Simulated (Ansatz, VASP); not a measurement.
**One calculation of C, two programs**

The input POSCAR:

```
C
1.0
    0.0000000000      1.8183469191      1.8183469191
    1.8183469191      0.0000000000      1.8183469191
    1.8183469191      1.8183469191      0.0000000000
C
2
Direct
    0.7500000000      0.7500000000      0.7500000000
    0.5000000000      0.5000000000      0.5000000000
```

INCAR.step1

```
SYSTEM = C
PREC = Accurate
ENCUT = 520
EDIFF = 1E-5
ISMEAR = -1
SIGMA = 0.05
LREAL = .FALSE.
LASPH = .TRUE.
NELM = 100
ALGO = Normal
ISIF = 2
LWAVE = .TRUE.
LCHARG = .FALSE.
NBANDS = 11
GGA = PE
```

Contents of INCAR.step2:

```
SYSTEM = C
PREC = Accurate
ENCUT = 520
EDIFF = 1E-7
ISMEAR = -1
SIGMA = 0.05
LREAL = .FALSE.
LASPH = .TRUE.
NELM = 100
ALGO = Normal
ISIF = 2
LWAVE = .FALSE.
LCHARG = .FALSE.
GGA = PE
LHFCALC = .TRUE.
HFSCREEN = 0.2079
PRECFOCK = Normal
NBANDS = 11
ISTART = 1
```

Contents of KPOINTS:

```
regular mesh
0
G
  8 8 8
  0 0 0
```

File input:

```
crystal:
  lattice:
    - [0.0, 1.8183469191, 1.8183469191]
    - [1.8183469191, 0.0, 1.8183469191]
    - [1.8183469191, 1.8183469191, 0.0]
  atoms:
    - { symbol: C, position: [0.75, 0.75, 0.75] }
    - { symbol: C, position: [0.5, 0.5, 0.5] }
hamiltonian:
  xc: hse06
  pseudopotentials: { kind: paw }
kpoints:
  mp_grid: { grid: [8, 8, 8] }
scf:
  occupations: { method: fermi_dirac, width: 0.05 }
output:
  forces: true
  stress: true
  eigenvalues: true
```

Alike in both runs: task single point; functional HSE06; k mesh 8 × 8 × 8; occupations fermi-dirac, width 0.05 eV; no spin polarisation.

|  | VASP | Ansatz |
| --- | --- | --- |
| version | VASP 6.6.1 | Ansatz 0.2.0 |
| potentials or method | VASP PAW PBE potentials, release 64 (C) | Ansatz PAW |
| plane-wave cutoff (eV) | 520 | 420 |
| valence electrons in the cell | 8 | 8 |

Ansatz gave:

- gap on the k mesh at the Fermi level (eV): 5.15
- least direct gap on the mesh (eV): 6.80

Question: What did VASP give for the same quantities?

Answer: gap on the k mesh at the Fermi level (eV): 5.14; least direct gap on the mesh (eV): 6.79.
